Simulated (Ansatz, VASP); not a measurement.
**Ta2N: VASP beside Ansatz**

```
CELL_PARAMETERS angstrom
5.29117 0.00000 0.00000
-2.64558 4.58229 0.00000
0.00000 0.00000 4.93127
ATOMIC_POSITIONS crystal
Ta 0.66692 0.66692 0.75322
Ta 0.00000 0.33308 0.75322
Ta 0.33308 0.00000 0.75322
Ta 0.33308 0.33308 0.24678
Ta 0.00000 0.66692 0.24678
Ta 0.66692 0.00000 0.24678
N 0.66667 0.33333 0.50000
N 0.33333 0.66667 0.50000
N 0.00000 0.00000 0.00000
```

Alike in both runs: functional r2SCAN; k mesh 9 × 9 × 8; occupations gaussian, width 0.1 eV; no spin polarisation.

Ansatz relaxed the structure, and its values are those at the end. VASP's run is a single point on that final structure, the one shown.

|  | VASP | Ansatz |
| --- | --- | --- |
| version | VASP 6.6.1 | Ansatz 0.2.0 |
| potentials or method | VASP PAW PBE potentials, release 64 (Ta_pv, N), cutoff 520 eV | scalar-relativistic, plane waves, PAW |
| valence electrons in the cell | 81 | 93 |

Ansatz gave:

```
gap on the k mesh at the Fermi level (eV) : none
pressure (GPa)                            : 0.0
rms of the force components (eV/Å)        : 0.000
```

Problem. What did VASP give for the same quantities?

Solution. gap on the k mesh at the Fermi level (eV): none; pressure (GPa): 1.1; rms of the force components (eV/Å): 0.010.

VASP's potentials were made for PBE, not for r2SCAN. A gap of «none» marks a metal or a gap that the smearing closes. VASP's potentials hold 81 valence electrons a cell and Ansatz's 93, so a difference there can come from the potentials and not from the codes.

Neither program's run includes spin-orbit coupling.
